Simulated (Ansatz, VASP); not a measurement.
## One calculation of Sn3GeO, two programs

```xyz
5
Lattice="3.4335 1.9823 2.9451 -3.4335 1.9823 2.9451 0.0000 -3.9646 2.9451" Properties=species:S:1:pos:R:3 pbc="T T T"
Sn   -0.5877    2.1304    4.1284
Sn   -1.5511   -1.5742    4.1284
Sn    2.1388   -0.5562    4.1284
Ge    0.0000    0.0000    1.4973
O     0.0000    0.0000    3.5133
```

Change from the starting cell: species swapped into the Ag3SI type (R3, No. 146).

Alike in both runs: functional PBE; k mesh 4 × 4 × 4; occupations gaussian, width 0.1 eV; no spin polarisation.

Ansatz relaxed the structure, and its values are those at the end. VASP's run is a single point on that final structure, the one shown.

```csv
,VASP,Ansatz
version,VASP 6.6.1,Ansatz 0.2.0
potentials or method,"VASP PAW PBE potentials, release 64 (Sn_d, Ge_d, O), cutoff 520 eV","scalar-relativistic, plane waves, PAW"
valence electrons in the cell,62,62
```

|  | VASP | Ansatz | Ansatz less VASP |
| --- | --- | --- | --- |
| gap on the k mesh at the Fermi level (eV) | none | none | - |
| pressure (GPa) | 0.0 | -0.1 | -0.02 |
| rms of the force components (eV/Å) | 0.010 | 0.008 | -0.0019 |

A gap of «none» marks a metal or a gap that the smearing closes. The functional is the same, so the differences come from potentials, cutoffs and numerics.
